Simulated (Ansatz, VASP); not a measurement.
# Si: VASP beside Ansatz

```
Si
1.0
     0.00000    5.43000    5.43000
     5.43000    0.00000    5.43000
     5.43000    5.43000    0.00000
Si
17
Direct
  0.99357 0.99364 0.01709
  0.10761 0.10695 0.16409
  0.02307 0.02364 0.52279
  0.15028 0.15053 0.65009
  0.99075 0.50110 0.00144
  0.12085 0.62245 0.12233
  0.99366 0.51758 0.49353
  0.10692 0.66488 0.60727
  0.50121 0.99087 0.00139
  0.62232 0.12125 0.12225
  0.51731 0.99369 0.49350
  0.66433 0.10673 0.60775
  0.49208 0.49245 0.99156
  0.61629 0.61642 0.11602
  0.50135 0.50119 0.49047
  0.62250 0.62255 0.62031
  0.28837 0.28891 0.78800
```

Alike in both runs: functional PBE; k mesh 2 × 2 × 2; occupations gaussian, width 0.05 eV; no spin polarisation.

Ansatz relaxed the structure, and its values are those at the end. VASP's run is a single point on that final structure, the one shown.

|  | VASP | Ansatz |
| --- | --- | --- |
| version | VASP 6.6.1 | Ansatz 0.2.0 |
| potentials or method | VASP PAW PBE potentials, release 64 (Si), cutoff 520 eV | scalar-relativistic, plane waves, PAW |
| valence electrons in the cell | 68 | 68 |

Ansatz gave:

* rms of the force components (eV/Å): 0.005

**Question.** What did VASP give for the same quantities?

**Answer.** rms of the force components (eV/Å): 0.006.

The functional is the same, so the differences come from potentials, cutoffs and numerics.

The k mesh is coarse, so the values compare programs but aren't converged.
